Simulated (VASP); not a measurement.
Set up this calculation in VASP 6.6.1, as the native input.

```
Task                   : relaxation of cell and atoms
Functional             : revPBE
Dispersion             : D4
Potentials or basis    : VASP PAW PBE potentials, release 64 (Ru_pv)
Cutoff                 : 600 eV
k mesh                 : 11 × 11 × 6
Occupations            : fermi-dirac, width 0.05 eV
Spin                   : no spin polarisation
Dipole correction      : no
Further INCAR settings : ALGO = Normal; EDIFF = 1e-07; IBRION = 2; EDIFFG = -0.01; NSW = 80; ISIF = 3
```

The structure of Ru lies in POSCAR:

```
Ru
1.0
    2.7058000000      0.0000000000      0.0000000000
   -1.3529000000      2.3432915376      0.0000000000
    0.0000000000      0.0000000000      4.2819000000
Ru
2
Direct
    0.6666666667      0.3333333333      0.7500000000
    0.3333333333      0.6666666667      0.2500000000
```

The input as run:

INCAR

```
  ALGO = Normal
  EDIFF = 1E-7
  EDIFFG = -0.01
  ENCUT = 600
  GGA = RE
  IBRION = 2
  ISIF = 3
  ISMEAR = -1
  IVDW = 13
  LASPH = T
  LCHARG = F
  LREAL = F
  LWAVE = F
  NELM = 80
  NSW = 80
  PREC = Accurate
  SIGMA = 0.05
```

KPOINTS

```
k-points
0
Gamma
  11 11 6
```

Potentials or basis: VASP PAW PBE potentials, release 64 (Ru_pv).

Run with:

```console
$ cat potpaw_PBE.64/Ru_pv/POTCAR > POTCAR
$ mpirun -np 1 vasp_std > vasp.out
```

Results of the run:

The relaxed volume is 13.48 Å³/atom and the relaxed cell is a = 2.699 Å, b = 2.699 Å, c = 4.272 Å, α = 90.00°, β = 90.00°, γ = 120.00°. The space group after relaxing (to 0.05 Å) is P6_3/mmc (No. 194). The energy gained by relaxing is 0.7 meV/atom. The ionic steps are 3, the pressure after relaxing is 0.0 GPa and the band gap on the k mesh is zero (band 14 reaches 14.53 eV, above the bottom of band 15 at 11.44 eV). The dispersion energy per atom is -0.861 eV.

Caveat: the PAW data sets were made with another functional, which shifts forces and pressure a little; pairwise dispersion overbinds metals, which lowers pressure and volume.

Run time: 32 s on 1 thread of Intel(R) Xeon(R) 6975P-C (Granite Rapids), on a shared host, peak memory 0.18 GiB.
